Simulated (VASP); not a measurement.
# AlN in VASP: notebook, part 2 of 2

VASP 6.6.1.

## 5. Single point, PBEsol (equal xy, yz and zx engineering shears of -0.5 %)

INCAR reads:

```
PREC = Accurate ; ENCUT = 520
EDIFF = 1E-6 ; ISMEAR = 0
SIGMA = 0.01 ; LREAL = F
LASPH = T ; NELM = 100
ALGO = Normal ; ISIF = 2
LWAVE = F ; LCHARG = F
GGA = PS ; NBANDS = 16
```

KPOINTS reads:

```
Automatic mesh
0
Gamma
  8 8 6
```

POSCAR reads:

```
AlN
1.0
    3.1138302227     -0.0077845756     -0.0077845756
   -1.5636567515      2.7005483637     -0.0028493524
   -0.0124571318     -0.0124571318      4.9828527301
Al N
2 2
Direct
    0.3339765585      0.6669874734     -0.0010015347
    0.6669075270      0.3336598350      0.4989967248
    0.3337876546      0.6663495738      0.3810010101
    0.6653282599      0.3330031178      0.8810037997
```

Started as:

```console
$ cat potpaw_PBE.64/Al/POTCAR potpaw_PBE.64/N/POTCAR > POTCAR
$ mpirun -np 1 vasp_std > vasp.out
```

Run time: 75 s. Hardware: 1 thread of Intel Xeon Platinum 8375C at 2.90GHz (Ice Lake), shared host; peak memory 0.23 GiB.

It converged, with:

- Free energy: -31.3112 eV
- Pressure: 0.0 GPa
- Band gap on the k mesh: 4.11 eV, direct

Forces in eV/Å, atoms in the order of the input:
```
Al   0.002  0.001 -0.001
Al  -0.001  0.001 -0.001
N    0.000 -0.001  0.001
N   -0.001 -0.001  0.000
```

Stress tensor (GPa, compression positive):
```
-0.06  0.61  0.56
 0.61 -0.06  0.56
 0.56  0.56  0.00
```

Levels at points of the mesh, in eV from the valence-band top:
| k point | band 4 | band 5 | band 6 | band 7 | band 8 | band 9 | band 10 | band 11 | band 12 | band 13 |
| --- | --- | --- | --- | --- | --- | --- | --- | --- | --- | --- |
| (0.00, 0.00, 0.00) | -0.91 | -0.86 | -0.24 | -0.21 | 0.00 | 4.11 | 6.54 | 10.49 | 10.96 | 11.07 |
| (0.50, 0.00, 0.00) | -4.19 | -3.37 | -2.15 | -1.80 | -0.73 | 5.62 | 5.65 | 8.03 | 10.16 | 10.72 |
| (0.00, 0.50, 0.00) | -4.21 | -3.38 | -2.12 | -1.81 | -0.71 | 5.66 | 5.67 | 8.06 | 10.15 | 10.78 |
| (0.50, 0.50, 0.00) | -4.22 | -3.39 | -2.08 | -1.82 | -0.68 | 5.69 | 5.70 | 8.09 | 10.14 | 10.83 |
| (0.00, 0.00, 0.50) | -3.36 | -0.59 | -0.58 | -0.55 | -0.54 | 6.36 | 6.36 | 10.19 | 10.19 | 11.26 |
| (0.50, 0.00, 0.50) | -5.62 | -1.52 | -1.52 | -1.42 | -1.35 | 5.14 | 5.18 | 9.04 | 9.16 | 11.69 |
| (0.00, 0.50, 0.50) | -5.64 | -1.49 | -1.49 | -1.41 | -1.36 | 5.15 | 5.18 | 9.08 | 9.16 | 11.69 |
| (0.50, 0.50, 0.50) | -5.67 | -1.46 | -1.46 | -1.39 | -1.37 | 5.17 | 5.18 | 9.12 | 9.15 | 11.69 |

Caveat: the cell differs from its parent crystal (equal xy, yz and zx engineering shears of -0.5 %); the PAW data sets were made with another functional, which shifts forces and pressure a little. A k mesh can miss the band edges.

## 6. Single point, PBEsol (equal xy, yz and zx engineering shears of +0.5 %)

INCAR reads:

```
PREC     = Accurate       # precision mode
ENCUT    = 520            # plane-wave cutoff, eV
EDIFF    = 1E-7           # SCF threshold, eV
ISMEAR   = 0              # smearing method
SIGMA    = 0.01           # smearing width, eV
LREAL    = F              # projectors in reciprocal space
LASPH    = T              # aspherical terms in the spheres
NELM     = 80             # most SCF steps
ALGO     = Normal         # electronic algorithm
ISIF     = 2              # what is computed and relaxed
LWAVE    = F              # write WAVECAR
LCHARG   = F              # write CHGCAR
GGA      = PS             # functional
NBANDS   = 16             # bands
```

KPOINTS reads:

```
regular mesh
0
Gamma
  8 8 6
```

POSCAR reads:

```
AlN
1.0
    3.1138302227      0.0077845756      0.0077845756
   -1.5501734712      2.6927637881      0.0028493524
    0.0124571318      0.0124571318      4.9828527301
Al N
2 2
Direct
    0.3326278170      0.6663436249     -0.0010004776
    0.6664869530      0.3330082965      0.4989977070
    0.3329558658      0.6669977797      0.3810046479
    0.6679293641      0.3336502989      0.8809981226
```

Potentials or basis: VASP PAW PBE potentials, release 64 (Al, N).

Started as:

```console
$ cat potpaw_PBE.64/Al/POTCAR potpaw_PBE.64/N/POTCAR > POTCAR
$ mpirun -np 1 vasp_std > vasp.out
```

Wall time 86 s (1 thread of Intel Xeon Platinum 8375C at 2.90GHz (Ice Lake), shared host); peak memory 0.23 GiB.

It converged, with:

| Property | Result |
| --- | --- |
| Free energy | -31.3112 eV |
| Pressure | 0.0 GPa |
| Band gap on the k mesh | 4.11 eV, direct |

Stress tensor (GPa, compression positive):
```
-0.02 -0.62 -0.56
-0.62 -0.01 -0.56
-0.56 -0.56  0.04
```

Levels at points of the mesh, in eV from the valence-band top:
| k point | band 5 | band 6 | band 7 | band 8 | band 9 | band 10 | band 11 | band 12 |
| --- | --- | --- | --- | --- | --- | --- | --- | --- |
| (0.00, 0.00, 0.00) | -0.86 | -0.25 | -0.21 | 0.00 | 4.11 | 6.54 | 10.49 | 10.96 |
| (0.50, 0.00, 0.00) | -3.39 | -2.08 | -1.82 | -0.68 | 5.69 | 5.70 | 8.10 | 10.14 |
| (0.00, 0.50, 0.00) | -3.38 | -2.12 | -1.81 | -0.71 | 5.66 | 5.67 | 8.06 | 10.15 |
| (0.50, 0.50, 0.00) | -3.37 | -2.15 | -1.80 | -0.73 | 5.62 | 5.65 | 8.03 | 10.16 |
| (0.00, 0.00, 0.50) | -0.59 | -0.58 | -0.55 | -0.54 | 6.36 | 6.36 | 10.19 | 10.19 |
| (0.50, 0.00, 0.50) | -1.46 | -1.46 | -1.42 | -1.35 | 5.15 | 5.20 | 9.08 | 9.19 |
| (0.00, 0.50, 0.50) | -1.49 | -1.49 | -1.41 | -1.35 | 5.15 | 5.18 | 9.08 | 9.16 |
| (0.50, 0.50, 0.50) | -1.52 | -1.52 | -1.39 | -1.37 | 5.16 | 5.17 | 9.08 | 9.12 |

Caveat: the cell differs from its parent crystal (equal xy, yz and zx engineering shears of +0.5 %); the PAW data sets were made with another functional, which shifts forces and pressure a little.

## 7. Summary

| cell | k mesh | smearing | gap on the mesh (eV) | pressure (GPa) |
| --- | --- | --- | --- | --- |
| a = 3.129, b = 3.129, c = 5.008 Å, angles 90.0, 90.0, 120.0°, 4 atoms | 8 × 8 × 6 | gaussian 0.01 eV | 3.98 | -2.9 |
| a = 3.114, b = 3.114, c = 5.008 Å, angles 90.0, 90.0, 120.0°, 4 atoms | 8 × 8 × 6 | gaussian 0.01 eV | 4.09 | -1.0 |
| a = 3.114, b = 3.114, c = 4.983 Å, angles 90.0, 90.0, 120.0°, 4 atoms | 14 × 14 × 8 | fermi-dirac 0.1 eV | 4.11 | 0.0 |
| a = 3.114, b = 3.121, c = 4.983 Å, angles 90.1, 90.3, 120.2°, 4 atoms | 8 × 8 × 6 | gaussian 0.01 eV | 4.11 | 0.0 |
| a = 3.114, b = 3.107, c = 4.983 Å, angles 89.9, 89.7, 119.8°, 4 atoms | 8 × 8 × 6 | gaussian 0.01 eV | 4.11 | 0.0 |

Alike in all rows: task single point; level PBEsol; potentials or basis VASP PAW PBE potentials, release 64 (Al, N); no spin polarisation; cutoff (eV) 520.

Caveats: the PAW data sets were made with another functional, which shifts forces and pressure a little.

Absolute energies hang on the potentials; compare differences alone.

## 8. Comparison with measurements

Step 2. Measured gap of AlN: 6.034 eV (an exciton energy, a little under the gap; 10 K; quoted in “Self-assembly of well-separated AlN nanowires directly on sputtered metallic TiN films”, 2019, arxiv:1910.07391). This calculation gives 3.98 eV (-2.05 eV). 2 values of this kind are on record (6.034 to 6.0343 eV); this one was drawn at random. The value is that of PBEsol, without temperature or zero-point motion. Semilocal functionals fall short of measured gaps as a rule.
